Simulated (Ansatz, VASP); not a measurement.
## CdTeSe3: VASP beside Ansatz

```
Cd Te Se
1.0
     3.04702    1.75920    4.44991
    -3.04702    1.75920    4.44991
     0.00000   -3.51839    4.44991
Cd Te Se
1 1 3
Direct
  0.37871 0.37871 0.37871
  0.87913 0.87913 0.87913
  0.37865 0.87871 0.37865
  0.37865 0.37865 0.87871
  0.87871 0.37865 0.37865
```

Alike in both runs: functional PBE; k mesh 12 × 12 × 12; occupations gaussian, width 0.1 eV; no spin polarisation.

Ansatz relaxed the structure, and its values are those at the end. VASP's run is a single point on that final structure, the one shown.

```csv
,VASP,Ansatz
version,VASP 6.6.1,Ansatz 0.2.0
potentials or method,"VASP PAW PBE potentials, release 64 (Cd, Te, Se), cutoff 520 eV","scalar-relativistic, plane waves, PAW"
valence electrons in the cell,36,84
```

|  | VASP | Ansatz | Ansatz less VASP |
| --- | --- | --- | --- |
| gap on the k mesh at the Fermi level (eV) | none | none | - |
| pressure (GPa) | 0.1 | 0.0 | -0.09 |

A gap of «none» marks a metal or a gap that the smearing closes. VASP's potentials hold 36 valence electrons a cell and Ansatz's 84, so a difference there can come from the potentials and not from the codes.

Spin-orbit coupling is off throughout.
